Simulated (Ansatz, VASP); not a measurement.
## WCS in VASP and in Ansatz

INCAR

```
SYSTEM = WCS
ALGO = Normal
DIPOL = 0.5 0.5 0.503
EDIFF = 1E-6
ENCUT = 520
GGA = PE
IDIPOL = 3
ISIF = 2
ISMEAR = 0
LASPH = .True.
LCHARG = .False.
LDIPOL = .True.
LREAL = .False.
LWAVE = .False.
NBANDS = 19
NELM = 60
PREC = Accurate
SIGMA = 0.1
```

Contents of KPOINTS:

```
k-points
0
Gamma
  6 6 1
  0 0 0
```

File POSCAR:

```
WCS
1.0
    2.9710989000      0.0000000000      0.0000000000
   -1.4855489800      2.5730470400      0.0000000000
    0.0000000000      0.0000000000     17.0000000000
W C S
1 1 1
Direct
    0.0000000000      0.0000000000      0.5091295000
    0.3333333300      0.6666666700      0.5818339900
    0.3333333300      0.6666666700      0.4181660100
```

Input for Ansatz:

```yaml
crystal:
  lattice:
    - [2.9710989, 0.0, 0.0]
    - [-1.48554898, 2.57304704, 0.0]
    - [0.0, 0.0, 17.0]
  atoms:
    - { symbol: W, position: [0.0, 0.0, 0.5091295] }
    - { symbol: C, position: [0.33333333, 0.66666667, 0.58183399] }
    - { symbol: S, position: [0.33333333, 0.66666667, 0.41816601] }
  periodic: [true, true, false]
basis:
  ecutwfc: 420
kpoints:
  mp_grid: { grid: [6, 6, 1] }
hamiltonian:
  xc: pbe
scf:
  occupations: { method: gaussian, width: 0.1 }
  lower_state_search: "off"
output:
  forces: true
  stress: true
  eigenvalues: true
```

Alike in both runs: task single point; functional PBE; k mesh 6 × 6 × 1; occupations gaussian, width 0.1 eV; no spin polarisation.

```csv
,VASP,Ansatz
version,VASP 6.6.1,Ansatz 0.2.0
potentials or method,"VASP PAW PBE potentials, release 64 (W_sv, C, S), cutoff 520 eV","scalar-relativistic, plane waves, PAW"
valence electrons in the cell,24,24
```

```csv
,VASP,Ansatz,Ansatz less VASP
gap on the k mesh at the Fermi level (eV),0.45,0.44,-0.004
least direct gap on the mesh (eV),0.73,0.73,+0.002
rms of the force components (eV/Å),2.833,2.858,+0.0246
```

Atom by atom the forces differ by 0.029 eV/Å (rms over components). Ansatz's warnings: slab cell height set, structure snapped to symmetry.

Spin-orbit coupling is off throughout.
